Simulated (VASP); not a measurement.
Input of a VASP 6.6.1 run:

File INCAR:

```
  ALGO = Normal
  EDIFF = 1E-7
  ENCUT = 520
  GGA = PE
  ISIF = 2
  ISMEAR = 0
  LASPH = True
  LCHARG = False
  LREAL = False
  LWAVE = False
  NBANDS = 46
  NELM = 100
  PREC = Accurate
  SIGMA = 0.2
```

KPOINTS

```
k-points
0
Gamma
  3 3 3
```

POSCAR

```
ScS4
1.0
    5.4483363271      0.0000000000      0.0000000000
    0.0000000000      5.4483363271      0.0000000000
    0.0000000000      0.0000000000      6.8774624283
Sc S
2 8
Direct
    0.0000000000      0.0000000000      0.2448711158
    0.0000000000      0.0000000000      0.7448711158
    0.1308841278      0.3600869473     -0.0050927789
    0.6399130527      0.1308841278     -0.0050927789
    0.8691158722      0.6399130527     -0.0050927789
    0.3600869473      0.8691158722     -0.0050927789
    0.8691158722      0.3600869473      0.4949072211
    0.3600869473      0.1308841278      0.4949072211
    0.1308841278      0.6399130527      0.4949072211
    0.6399130527      0.8691158722      0.4949072211
```

Potentials or basis: VASP PAW PBE potentials, release 64 (Sc_sv, S).

Launch:

```sh
$ cat potpaw_PBE.64/Sc_sv/POTCAR potpaw_PBE.64/S/POTCAR > POTCAR
$ mpirun -np 1 vasp_std > vasp.out
```

Q: Estimate the pressure.

A: -0.2 GPa.

Q: Estimate the band gap on the k mesh.

A: Zero (bands 35 and 36 overlap by 1.07 eV).

Q: Estimate the largest force.

A: 0.114 eV/Å.

Stress tensor (GPa, compression positive):
```
-0.30  0.00  0.00
 0.00 -0.30  0.00
 0.00  0.00  0.07
```

Caveat: the k points lie up to 0.38 Å⁻¹ apart, too coarse for converged energies and pressures of a metal.
